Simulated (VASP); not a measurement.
The system is Te2Mo.

```
CELL_PARAMETERS angstrom
1.77341 1.02388 7.10414
-1.77341 1.02388 7.10414
0.00000 -2.04776 7.10414
ATOMIC_POSITIONS crystal
Mo 0.99996 0.99996 0.99996
Te 0.41742 0.41742 0.41742
Te 0.24928 0.24928 0.24928
```

Base run:

```yaml
Program: VASP 6.6.1
Functional: r2SCAN
Potentials_or_basis: VASP PAW PBE potentials, release 64 (Mo_sv, Te)
Cutoff: 520 eV
k_mesh: 8 × 8 × 8
Occupations: gaussian, width 0.01 eV
Spin: no spin polarisation
```

Its results: band gap on the k mesh 1.02 eV (least direct gap 1.36 eV); pressure 1.3 GPa; largest force 0.006 eV/Å.

The run is repeated on the same cell with these changes: functional from r2SCAN to PBE; occupations from gaussian, width 0.01 eV to fermi-dirac, width 0.02 eV. What comes out?

Band gap on the k mesh 0.91 eV (least direct gap 1.28 eV); pressure 1.9 GPa; largest force 0.212 eV/Å.

Caveats: spin-orbit coupling is left out, which moves the levels of the heavy elements; the PAW data sets were made with another functional, which shifts forces and pressure a little (at least some runs).

A k mesh can miss the band edges.
